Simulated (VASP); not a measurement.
Write the native input for VASP 6.6.1 that does the following.

```yaml
Task: single point
Functional: RPBE
Potentials_or_basis: VASP PAW PBE potentials, release 64 (Ge_d)
Cutoff: 520 eV
k_mesh: 14 × 14 × 10
Occupations: fermi-dirac, width 0.1 eV
Spin: no spin polarisation
Dipole_correction: no
Further_INCAR_settings: ALGO = Normal; EDIFF = 1e-06; NBANDS = 21
```

The structure of Ge lies in POSCAR:

```
Ge
1.0
   -2.6100867877      2.6132347663      1.4437691740
    2.6132347663     -2.6100867877      1.4437691740
    2.6242645432      2.6242645432     -1.4380036454
Ge
2
Direct
    0.9997552703      0.0002447297      0.0000000000
    0.7502447297      0.2497552703      0.5000000000
```

One way to write it, as run:

INCAR

```
PREC = Accurate
ENCUT = 520
EDIFF = 1E-6
ISMEAR = -1
SIGMA = 0.1
LREAL = F
LASPH = T
NELM = 100
ALGO = Normal
ISIF = 2
LWAVE = F
LCHARG = T
GGA = RP
LELF = T
LVHAR = T
NBANDS = 21
```

KPOINTS

```
Automatic mesh
0
Gamma
  14 14 10
```

Potentials or basis: VASP PAW PBE potentials, release 64 (Ge_d).

Launch:

```sh
$ cat potpaw_PBE.64/Ge_d/POTCAR > POTCAR
$ mpirun -np 1 vasp_std > vasp.out
```

It gave:

* Pressure: -0.2 GPa
* Largest force: 0.011 eV/Å
* Band gap on the k mesh: zero (band 14 reaches 7.99 eV, above the bottom of band 15 at 3.14 eV)

Caveat: the PAW data sets were made with another functional, which shifts forces and pressure a little.

Run time: 3.9 min on 1 thread of Intel(R) Xeon(R) 6975P-C (Granite Rapids), with other jobs on the host, peak memory 0.44 GiB.
